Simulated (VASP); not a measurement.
# Al2Cu (I4/mmm) in VASP: further runs

Al2Cu is run at these levels: r2SCAN; tasks: single point.

All numbers are computed with VASP 6.6.1; they aren't measurements. Logs are shortened: lines on timing, memory, paths and dates and some standing lists are left out, and cuts for length are marked.

## (1) The cell of the first run

It takes space group I4/mmm (No. 139, tetragonal). The conventional cell has a = 3.994 Å, b = 3.994 Å, c = 5.562 Å, α = 90.00°, β = 90.00°, γ = 90.00°. Al (site symmetry -4m2) has 4 Cu at 2.43 Å and 6 Al at 2.78 to 2.82 Å within 3.2 Å. Cu (site symmetry 4/mmm) has 8 Al at 2.43 Å within 3.2 Å.

## (2) Single point, r2SCAN (strain -0.015 along x and y, -0.030 along z)

Input file POSCAR:

```
Al2Cu
1.0
   -1.9969471540      1.9969471540      2.7809778880
    1.9969471540     -1.9969471540      2.7809778880
    1.9969471540      1.9969471540     -2.7809778880
Al Cu
2 1
Direct
    0.7500000000      0.2500000000      0.5000000000
    0.2500000000      0.7500000000      0.5000000000
    0.5000000000      0.5000000000      0.0000000000
```

Input file INCAR.step1:

```
SYSTEM = Al2Cu
  PREC = Accurate
  ENCUT = 520
  ISMEAR = 0
  SIGMA = 0.15
  LREAL = .False.
  LASPH = .True.
  NELM = 100
  NBANDS = 16
  GGA = PE
  ALGO = Normal
  EDIFF = 1E-4
  LWAVE = .True.
  LCHARG = .False.
```

Input file INCAR.step2:

```
SYSTEM = Al2Cu
  PREC = Accurate
  ENCUT = 520
  EDIFF = 1E-6
  ISMEAR = 0
  SIGMA = 0.15
  LREAL = .False.
  LASPH = .True.
  NELM = 100
  ALGO = Normal
  ISIF = 2
  LWAVE = .False.
  LCHARG = .False.
  METAGGA = R2SCAN
  LMIXTAU = .True.
  NBANDS = 16
  ISTART = 1
```

Input file KPOINTS:

```
regular mesh
0
Gamma
  16 16 16
  0 0 0
```

Potentials or basis: VASP PAW PBE potentials, release 64 (Al, Cu).

Started as:

```
$ cat potpaw_PBE.64/Al/POTCAR potpaw_PBE.64/Cu/POTCAR > POTCAR
$ cp INCAR.step1 INCAR
$ mpirun -np 1 vasp_std > vasp.out
$ cp INCAR.step2 INCAR
$ mpirun -np 1 vasp_std > vasp.out
```

OUTCAR:

```text
SYSTEM = Al2Cu
   PREC = Accurate
   ENCUT = 520
   EDIFF = 1E-6
   ISMEAR = 0
   LREAL = .False.
   LASPH = .True.
   NELM = 100
   ISIF = 2
   METAGGA = R2SCAN
   ISTART = 1

 ion  position               nearest neighbor table
   1  0.750  0.250  0.500-   3 2.43   3 2.43   3 2.43   3 2.43   2 2.78   2 2.78   2 2.82   2 2.82
                             2 2.82   2 2.82
   2  0.250  0.750  0.500-   3 2.43   3 2.43   3 2.43   3 2.43   1 2.78   1 2.78   1 2.82   1 2.82
                             1 2.82   1 2.82
   3  0.500  0.500  0.000-   2 2.43   1 2.43   1 2.43   2 2.43   1 2.43   2 2.43   2 2.43   1 2.43

  LATTYP: Found a body centered tetragonal cell.
 ALAT       =     3.9938943080
 C/A-ratio  =     1.3926146631

  Lattice vectors:

 A1 = (  -1.9969471540,   1.9969471540,   2.7809778880)
 A2 = (   1.9969471540,  -1.9969471540,   2.7809778880)
 A3 = (   1.9969471540,   1.9969471540,  -2.7809778880)

Analysis of symmetry for initial positions (statically):
=====================================================================
 Subroutine PRICEL returns:
 Original cell was already a primitive cell.

 Routine SETGRP: Setting up the symmetry group for a
 body centered tetragonal supercell.

 Subroutine GETGRP returns: Found 16 space group operations
 (whereof 16 operations were pure point group operations)
 out of a pool of 16 trial point group operations.

The static configuration has the point symmetry D_4h.

Analysis of symmetry for dynamics (positions and initial velocities):
=====================================================================
 Subroutine PRICEL returns:
 Original cell was already a primitive cell.

 Routine SETGRP: Setting up the symmetry group for a
 body centered tetragonal supercell.

 Subroutine GETGRP returns: Found 16 space group operations
 (whereof 16 operations were pure point group operations)
 out of a pool of 16 trial point group operations.

The dynamic configuration has the point symmetry D_4h.

 Subroutine INISYM returns: Found 16 space group operations
 (whereof 16 operations are pure point group operations),
 and found     1 'primitive' translations

----------------------------------------------------------------------------------------

                                     Primitive cell

  volume of cell :      44.3599

  direct lattice vectors                    reciprocal lattice vectors
    -1.996947154  1.996947154  2.780977888     0.000000000  0.250382189  0.179792871
     1.996947154 -1.996947154  2.780977888     0.250382189  0.000000000  0.179792871
     1.996947154  1.996947154 -2.780977888     0.250382189  0.250382189  0.000000000

  length of vectors
     3.963512821  3.963512821  3.963512821     0.308247818  0.308247818  0.354093888

  position of ions in fractional coordinates (direct lattice)
     0.750000000  0.250000000  0.500000000
     0.250000000  0.750000000  0.500000000
     0.500000000  0.500000000  0.000000000

  ion indices of the primitive-cell ions
   primitive index   ion index
                 1           1
                 2           2
                 3           3

----------------------------------------------------------------------------------------

 KPOINTS: regular mesh

Automatic generation of k-mesh.
 Grid dimensions read from file:
 generate k-points for:   16   16   16

 Generating k-lattice:

  Cartesian coordinates                     Fractional coordinates (reciprocal lattice)
     0.000000000  0.015648887  0.011237054     0.062500000  0.000000000 -0.000000000
     0.015648887  0.000000000  0.011237054     0.000000000  0.062500000 -0.000000000
     0.015648887  0.015648887  0.000000000     0.000000000  0.000000000  0.062500000

  Length of vectors
     0.019265489  0.019265489  0.022130868

  Shift w.r.t. Gamma in fractional coordinates (k-lattice)
     0.000000000  0.000000000  0.000000000

 Subroutine IBZKPT returns following result:
 ===========================================

 Found    349 irreducible k-points:

 Following reciprocal coordinates:
            Coordinates               Weight
  0.000000  0.000000  0.000000      1.000000
  0.062500  0.000000  0.000000      8.000000
  0.125000  0.000000  0.000000      8.000000
  0.187500  0.000000 -0.000000      8.000000
  0.250000  0.000000  0.000000      8.000000
  0.312500  0.000000  0.000000      8.000000
[... 16 lines left out ...]
 -0.125000  0.062500 -0.000000     16.000000
 -0.062500  0.062500  0.000000      4.000000
 [... further k-points ...]
   k-points           NKPTS =    349   k-points in BZ     NKDIM =    349   number of bands    NBANDS=     16
   number of dos      NEDOS =    301   number of ions     NIONS =      3
   total plane-waves  NPLWV =  27000
   dimension x,y,z NGX =    30 NGY =   30 NGZ =   30
   dimension x,y,z NGXF=    60 NGYF=   60 NGZF=   60
   ions per type =               2   1
   NGX,Y,Z   is equivalent  to a cutoff of  12.58, 12.58, 12.58 a.u.
   NGXF,Y,Z  is equivalent  to a cutoff of  25.17, 25.17, 25.17 a.u.
 SYSTEM =  Al2Cu
   PREC   = accura    normal or accurate (medium, high low for compatibility)
   ISTART =      1    job   : 0-new  1-cont  2-samecut
   ICHARG =      0    charge: 1-file 2-atom 10-const
   ISPIN  =      1    spin polarized calculation?
   LNONCOLLINEAR =      F non collinear calculations
   LSORBIT =      F    spin-orbit coupling
   LASPH  =      T    aspherical Exc in radial PAW
   ENCUT  =  520.0 eV  38.22 Ry    6.18 a.u.   7.37  7.37  7.37*2*pi/ulx,y,z
   NELM   =    100;   NELMIN=  2; NELMDL=  0     # of ELM steps
   EDIFF  = 0.1E-05   stopping-criterion for ELM
   LREAL  =      F    real-space projection
   EDIFFG = 0.1E-04   stopping-criterion for IOM
   NSW    =      0    number of steps for IOM
   IBRION =     -1    ionic relax: 0-MD 1-quasi-New 2-CG
   NFREE  =      0    steps in history (QN), initial steepest desc. (CG)
   ISIF   =      2    stress and relaxation
   ISYM   =      2    0-nonsym 1-usesym 2-fastsym
   POTIM  = 0.5000    time-step for ionic-motion
   TEBEG  =    0.0;   TEEND  =   0.0 temperature during run
   PSTRESS=    0.0 pullay stress
   NELECT =      17.0000    total number of electrons
   NUPDOWN=      -1.0000    fix difference up-down
   EMIN   =  10.00;   EMAX   =-10.00  energy-range for DOS
   EFERMI =   0.00;   METHOD = LEGACY
   ISMEAR =     0;   SIGMA  =   0.15  broadening in eV -4-tet -1-fermi 0-gaus
   EFERMI_NEDOS =   21; number of points for ismear=-14 and -15
   IALGO  =     38    algorithm
   IMIX   =      4    mixing-type and parameters
     AMIX     =   0.40;   BMIX     =  1.00
     AMIX_MAG =   1.60;   BMIX_MAG =  1.00
  volume/ion in A,a.u.               =      14.79        99.79
  Fermi-wavevector in a.u.,A,eV,Ry     =   1.189125  2.247121 19.238893  1.414019
  Thomas-Fermi vector in A             =   2.325239
   LORBIT       =      0    0 simple, 1 ext, 2 COOP (PROOUT), +10 PAW based schemes
   METAGGA = R2SCAN    functional components
   LHFCALC =     F    Hartree Fock is set to
   AEXX    =    0.0000 exact exchange contribution
   IVDW    =     0    specifies the selected vdW correction
   LEPSILON=     F    determine dielectric tensor
   LRPA    =     F    only Hartree local field effects (RPA)
 non-spin polarized calculation
 Gauss-broadening in eV      SIGMA  =   0.15
  energy-cutoff  :      520.00
  volume of cell :       44.36
 maximum number of plane-waves:      1235
 NGX is ok and might be reduce to    30
   NGX = 15   NGY = 15   NGZ = 15

 number of electron      17.0000008 magnetization

 Free energy of the ion-electron system (eV)
  ---------------------------------------------------
  ext. energy  EPLUGINS =         0.00000000
  ---------------------------------------------------
  free energy    TOTEN  =       -24.85839057 eV

  energy without entropy =      -24.84971795  energy(sigma->0) =      -24.85405426

 E-fermi :   7.6769     XC(G=0): -11.5030

 val. band max:        7.6690963169   @ k =   0.2500   0.1875   0.0625
 cond. band min:       7.6811757233   @ k =  -0.1875   0.3750   0.1250
 fundamental gap:      0.0120794064
 Fermi energy:         7.6769471279

 k-point     1 :       0.0000    0.0000    0.0000
  band No.  band energies     occupation
      1      -3.5217      2.00000
      2       2.6593      2.00000
      3       2.6740      2.00000
      4       2.6742      2.00000
      5       3.2544      2.00000
      6       3.2859      2.00000
[... 8 lines left out ...]
     15      15.4085      0.00000
     16      15.5394      0.00000

 k-point     2 :       0.0625    0.0000    0.0000
  band No.  band energies     occupation
      1      -3.4635      2.00000
      2       2.6496      2.00000
      3       2.6762      2.00000
      4       2.6834      2.00000
      5       3.2520      2.00000
      6       3.2832      2.00000
[... 8 lines left out ...]
     15      14.7384      0.00000
     16      15.4837      0.00000

 k-point     3 :       0.1250    0.0000    0.0000
  band No.  band energies     occupation
      1      -3.2896      2.00000
      2       2.5983      2.00000
      3       2.7014      2.00000
      4       2.7091      2.00000
      5       3.2470      2.00000
      6       3.2768      2.00000
[... 8 lines left out ...]
     15      14.7218      0.00000
     16      15.2002      0.00000

 k-point     4 :       0.1875    0.0000   -0.0000
  band No.  band energies     occupation
      1      -3.0015      2.00000
      2       2.5053      2.00000
      3       2.7386      2.00000
      4       2.7440      2.00000
      5       3.2455      2.00000
      6       3.2721      2.00000
[... 8 lines left out ...]
     15      14.6383      0.00000
     16      15.8772      0.00000
[... 324 lines left out ...]
 k-point    22 :      -0.1875    0.0625    0.0000
  band No.  band energies     occupation
      1      -3.0609      2.00000
      2       2.5377      2.00000
      3       2.7294      2.00000
      4       2.7409      2.00000
      5       3.2152      2.00000
      6       3.2955      2.00000
[... 8 lines left out ...]
     15      15.1623      0.00000
     16      15.8277      0.00000

 k-point    23 :      -0.1250    0.0625   -0.0000
  band No.  band energies     occupation
      1      -3.3103      2.00000
      2       2.6137      2.00000
      3       2.6941      2.00000
      4       2.7078      2.00000
      5       3.2287      2.00000
      6       3.2927      2.00000
[... 8 lines left out ...]
     15      14.8464      0.00000
     16      15.6833      0.00000

 k-point    24 :      -0.0625    0.0625    0.0000
  band No.  band energies     occupation
      1      -3.4449      2.00000
      2       2.6536      2.00000
      3       2.6713      2.00000
      4       2.6868      2.00000
      5       3.2432      2.00000
      6       3.2893      2.00000
[... 8 lines left out ...]
     15      15.4979      0.00000
     16      15.7149      0.00000

 [... further k-points ...]

------------------------ aborting loop because EDIFF is reached ----------------------------------------

  FORCE on cell =-STRESS in cart. coord.  units (eV):
  Direction    XX          YY          ZZ          XY          YZ          ZX
  --------------------------------------------------------------------------------------
  -------------------------------------------------------------------------------------
  Total        1.8011977      1.8011977      2.3617489      0.0000000     -0.0000000      0.0000000
  in kB       65.0550922     65.0550922     85.3009056      0.0000000     -0.0000000      0.0000000
  external PRESSURE =      71.8036967 kB  Pullay stress =       0.0000000 kB

 VOLUME and BASIS-vectors are now :
 -----------------------------------------------------------------------------
  energy-cutoff  :      520.00
  volume of cell :       44.36
      direct lattice vectors                 reciprocal lattice vectors
    -1.996947154  1.996947154  2.780977888     0.000000000  0.250382189  0.179792871
     1.996947154 -1.996947154  2.780977888     0.250382189  0.000000000  0.179792871
     1.996947154  1.996947154 -2.780977888     0.250382189  0.250382189  0.000000000

 POSITION                                       TOTAL-FORCE (eV/Angst)
 -----------------------------------------------------------------------------------
      0.00000      1.99695      1.39049         0.000000     -0.000000      0.000000
      1.99695      0.00000      1.39049        -0.000000      0.000000     -0.000000
      0.00000      0.00000      2.78098        -0.000000      0.000000     -0.000000
 -----------------------------------------------------------------------------------
    total drift:                                0.000000     -0.000000      0.000000

  FREE ENERGIE OF THE ION-ELECTRON SYSTEM (eV)
  ---------------------------------------------------
  free  energy   TOTEN  =       -24.8583905702 eV

  energy  without entropy=      -24.8497179463  energy(sigma->0) =      -24.85405426
```

Run time: 26 min. Hardware: 1 thread of Oxide Virtual Turin-like, shared host; peak memory 0.33 GiB.

What came out:

- Free energy: -24.8584 eV
- Pressure: 7.2 GPa
- Band gap on the k mesh: zero (an odd number of electrons rules out a gap without spin polarisation)

Stress tensor (GPa, compression positive):
```
6.51 0.00 0.00
0.00 6.51 0.00
0.00 0.00 8.53
```

Levels at points of the mesh, in eV from the Fermi level:
| k point | band 5 | band 6 | band 7 | band 8 | band 9 | band 10 | band 11 | band 12 | band 13 | band 14 |
| --- | --- | --- | --- | --- | --- | --- | --- | --- | --- | --- |
| (0.00, 0.00, 0.00) | -4.42 | -4.39 | 3.00 | 3.00 | 3.13 | 3.22 | 3.41 | 3.41 | 5.84 | 7.73 |
| (0.50, 0.00, 0.00) | -4.33 | -4.32 | -4.30 | 0.54 | 0.69 | 3.21 | 3.29 | 4.75 | 5.26 | 10.61 |
| (0.50, 0.50, 0.00) | -4.42 | -4.21 | -4.10 | -2.26 | -2.14 | 0.90 | 1.78 | 9.65 | 11.90 | 12.14 |
| (0.50, 0.50, 0.50) | -4.42 | -4.22 | -4.05 | -2.32 | -2.32 | 0.69 | 1.69 | 9.67 | 12.10 | 12.10 |

Caveat: the cell differs from its parent crystal (strain -0.015 along x and y, -0.030 along z); the cell stands under pressure; the PAW data sets were made with another functional, which shifts forces and pressure a little.

## (3) Single point, r2SCAN (strain -0.030 along x and y, +0.015 along z)

Input file POSCAR:

```
Al2Cu
1.0
   -1.9665367913      1.9665367913      2.9099923261
    1.9665367913     -1.9665367913      2.9099923261
    1.9665367913      1.9665367913     -2.9099923261
Al Cu
2 1
Direct
    0.7500000000      0.2500000000      0.5000000000
    0.2500000000      0.7500000000      0.5000000000
    0.5000000000      0.5000000000      0.0000000000
```

Input file INCAR.step1:

```
SYSTEM = Al2Cu
PREC = Accurate
ENCUT = 520
ISMEAR = 0
SIGMA = 0.15
LREAL = .False.
LASPH = .True.
NELM = 100
NBANDS = 16
GGA = PE
ALGO = Normal
EDIFF = 1E-4
LWAVE = .True.
LCHARG = .False.
```

Input file INCAR.step2:

```
SYSTEM = Al2Cu
PREC = Accurate
ENCUT = 520
EDIFF = 1E-6
ISMEAR = 0
SIGMA = 0.15
LREAL = .False.
LASPH = .True.
NELM = 100
ALGO = Normal
ISIF = 2
LWAVE = .False.
LCHARG = .False.
METAGGA = R2SCAN
LMIXTAU = .True.
NBANDS = 16
ISTART = 1
```

KPOINTS is that of step 2.

Potentials or basis: VASP PAW PBE potentials, release 64 (Al, Cu).

Started as:

```
$ cat potpaw_PBE.64/Al/POTCAR potpaw_PBE.64/Cu/POTCAR > POTCAR
$ cp INCAR.step1 INCAR
$ mpirun -np 1 vasp_std > vasp.out
$ cp INCAR.step2 INCAR
$ mpirun -np 1 vasp_std > vasp.out
```

It took 29 min on 1 thread of Oxide Virtual Turin-like, shared host; peak memory 0.34 GiB.

The run converged. Its results:

| Property | Result |
| --- | --- |
| Free energy | -24.8646 eV |
| Pressure | 5.3 GPa |
| Band gap on the k mesh | zero (an odd number of electrons rules out a gap without spin polarisation) |

Stress tensor (GPa, compression positive):
```
7.03 0.00 0.00
0.00 7.03 0.00
0.00 0.00 1.93
```

Levels at points of the mesh, in eV from the Fermi level:
```tsv
k point	band 5	band 6	band 7	band 8	band 9	band 10	band 11	band 12	band 13	band 14
(0.00, 0.00, 0.00)	-4.40	-4.31	2.78	3.11	3.11	3.17	3.17	3.65	5.67	6.80
(0.50, 0.00, 0.00)	-4.31	-4.27	-4.22	0.37	0.84	2.97	3.36	4.75	5.23	10.36
(0.50, 0.50, 0.00)	-4.32	-4.19	-3.97	-2.50	-2.15	0.57	1.67	9.57	11.11	11.27
(0.50, 0.50, 0.50)	-4.39	-4.14	-4.14	-1.99	-1.99	1.17	1.93	9.60	12.19	12.19
```

Caveat: the cell differs from its parent crystal (strain -0.030 along x and y, +0.015 along z); the stress differs along the axes, from 2 to 7 GPa; the PAW data sets were made with another functional, which shifts forces and pressure a little.

## (4) Single point, r2SCAN (strain -0.030 along x and y, +0.030 along z)

Input file POSCAR:

```
Al2Cu
1.0
   -1.9665367913      1.9665367913      2.9529971388
    1.9665367913     -1.9665367913      2.9529971388
    1.9665367913      1.9665367913     -2.9529971388
Al Cu
2 1
Direct
    0.7500000000      0.2500000000      0.5000000000
    0.2500000000      0.7500000000      0.5000000000
    0.5000000000      0.5000000000      0.0000000000
```

Input file INCAR.step1:

```
SYSTEM = Al2Cu
ALGO = Normal ; EDIFF = 1E-4
ENCUT = 520 ; GGA = PE
ISMEAR = 0 ; LASPH = .True.
LCHARG = .False. ; LREAL = .False.
LWAVE = .True. ; NBANDS = 16
NELM = 60 ; PREC = Accurate
SIGMA = 0.15
```

Input file INCAR.step2:

```
SYSTEM = Al2Cu
ALGO = Normal ; EDIFF = 1E-6
ENCUT = 520 ; ISIF = 2
ISMEAR = 0 ; ISTART = 1
LASPH = .True. ; LCHARG = .False.
LMIXTAU = .True. ; LREAL = .False.
LWAVE = .False. ; METAGGA = R2SCAN
NBANDS = 16 ; NELM = 60
PREC = Accurate ; SIGMA = 0.15
```

Input file KPOINTS:

```
k-points
0
Gamma
  16 16 16
  0 0 0
```

Started as:

```
$ cat potpaw_PBE.64/Al/POTCAR potpaw_PBE.64/Cu/POTCAR > POTCAR
$ cp INCAR.step1 INCAR
$ mpirun -np 1 vasp_std > vasp.out
$ cp INCAR.step2 INCAR
$ mpirun -np 1 vasp_std > vasp.out
```

Run time: 27 min. Hardware: 1 thread of Oxide Virtual Turin-like, shared host; peak memory 0.33 GiB.

Results (log left out):

| Quantity | Value |
| --- | --- |
| Free energy | -24.8675 eV |
| Pressure | 3.6 GPa |
| Band gap on the k mesh | zero (an odd number of electrons rules out a gap without spin polarisation) |

Stress tensor (GPa, compression positive):
```
 5.71  0.00  0.00
 0.00  5.71  0.00
 0.00  0.00 -0.69
```

Levels at points of the mesh, in eV from the Fermi level:
| k point | band 6 | band 7 | band 8 | band 9 | band 10 | band 11 | band 12 | band 13 |
| --- | --- | --- | --- | --- | --- | --- | --- | --- |
| (0.00, 0.00, 0.00) | -4.24 | 2.69 | 3.01 | 3.01 | 3.22 | 3.22 | 3.71 | 5.50 |
| (0.50, 0.00, 0.00) | -4.21 | -4.15 | 0.29 | 0.92 | 2.83 | 3.37 | 4.72 | 5.21 |
| (0.50, 0.50, 0.00) | -4.14 | -3.90 | -2.56 | -2.09 | 0.45 | 1.65 | 9.49 | 10.69 |
| (0.50, 0.50, 0.50) | -4.13 | -4.09 | -1.90 | -1.90 | 1.24 | 1.99 | 9.55 | 12.09 |

Caveat: the cell differs from its parent crystal (strain -0.030 along x and y, +0.030 along z); the stress differs along the axes, from -1 to 6 GPa; the PAW data sets were made with another functional, which shifts forces and pressure a little.

## (5) Summary

```tsv
cell	gap on the mesh (eV)	pressure (GPa)
a = 3.964 Å, angles 119.5, 119.5, 90.9°, 3 atoms	none	7.2
a = 4.025 Å, angles 121.5, 121.5, 87.4°, 3 atoms	none	5.3
a = 4.056 Å, angles 122.0, 122.0, 86.6°, 3 atoms	none	3.6
```

Alike in all rows: task single point; level r2SCAN; potentials or basis VASP PAW PBE potentials, release 64 (Al, Cu); no spin polarisation; k mesh 16 × 16 × 16; cutoff (eV) 520; smearing gaussian 0.15 eV.

Caveats: the PAW data sets were made with another functional, which shifts forces and pressure a little; the cell stands under pressure (at least some runs); the stress differs along the axes, from 2 to 7 GPa (at least some runs); the stress differs along the axes, from -1 to 6 GPa (at least some runs).

Absolute energies hang on the potentials; compare differences alone.
